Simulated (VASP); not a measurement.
Write the native input for VASP 6.6.1 that does the following.

| Property | Result |
| --- | --- |
| Task | single point |
| Functional | revPBE |
| Potentials or basis | VASP PAW PBE potentials, release 64 (Cd) |
| Cutoff | 520 eV |
| k mesh | 9 × 9 × 9 |
| Occupations | fermi-dirac, width 0.1 eV |
| Spin | no spin polarisation |
| Dipole correction | no |
| Further INCAR settings | ALGO = Normal; EDIFF = 1e-07; NBANDS = 19 |

The structure of Cd lies in POSCAR:

```
Cd
1.0
    0.0000000000      3.2918444874      3.2918444874
    3.2918444874      0.0000000000      3.2918444874
    3.2918444874      3.2918444874      0.0000000000
Cd
2
Direct
    0.1250000000      0.1250000000      0.1250000000
    0.8750000000      0.8750000000      0.8750000000
```

This cell differs from its parent crystal: volume scaled by 0.88.

The input as run:

INCAR

```
ALGO = Normal
EDIFF = 1E-7
ENCUT = 520
GGA = RE
ISIF = 2
ISMEAR = -1
LASPH = T
LCHARG = F
LREAL = F
LWAVE = F
NBANDS = 19
NELM = 100
PREC = Accurate
SIGMA = 0.1
```

KPOINTS

```
k-points
0
Gamma
  9 9 9
```

Potentials or basis: VASP PAW PBE potentials, release 64 (Cd).

Command:

```console
$ cat potpaw_PBE.64/Cd/POTCAR > POTCAR
$ mpirun -np 1 vasp_std > vasp.out
```

Results of the run:

```json
{
 "Pressure": "2.0 GPa",
 "Band gap on the k mesh": "zero (band 12 reaches 4.82 eV, above the bottom of band 13 at -0.05 eV)"
}
```

Caveat: the PAW data sets were made with another functional, which shifts forces and pressure a little.

It took 45 s on 1 thread of Intel(R) Xeon(R) Platinum 8175M CPU @ 2.50GHz (Skylake/Cascade Lake), with other jobs on the host, peak memory 0.21 GiB.
